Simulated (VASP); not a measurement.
Runs of VASP 6.6.1 on Zr3MoRh. The structure is that of space group Pm-3m (No. 221), or close to it. The cells are those of the table. 

| task | cell | k mesh | cutoff (eV) | gap on the mesh (eV) | pressure (GPa) | relaxed volume (Å³/atom) |
| --- | --- | --- | --- | --- | --- | --- |
| single point | a = 4.923 Å, 5 atoms | 8 × 8 × 8 | 520 | none | 0.1 | - |
| relaxation of cell and atoms | relaxed from a = 4.166 Å, 5 atoms | 4 × 4 × 4 | 600 | none | 0.0 | (a) |
| single point | a = 4.933 Å, 5 atoms | 4 × 4 × 4 | 520 | none | 0.1 | - |
| single point | a = 4.166 Å, 5 atoms | 4 × 4 × 4 | 520 | none | 140.3 | - |
| relaxation of cell and atoms | relaxed from a = 4.933 Å, 5 atoms | 8 × 8 × 8 | 600 | none | 0.0 | 23.88 |

Alike in all rows: level PBE; potentials or basis VASP PAW PBE potentials, release 64 (Zr_sv, Mo_sv, Rh_pv); no spin polarisation; smearing gaussian 0.1 eV.

Question: Fill in the values left out.

Answer: (a) 24.00.

Caveats: some runs use coarse meshes; the volume moved by over 15 % at a fixed basis, so the end points are rough (at least some runs).

A k mesh can miss the band edges, and the runs leave out spin-orbit coupling on Mo, Rh, Zr.

A gap of «none» marks levels without a gap at the run's occupations.
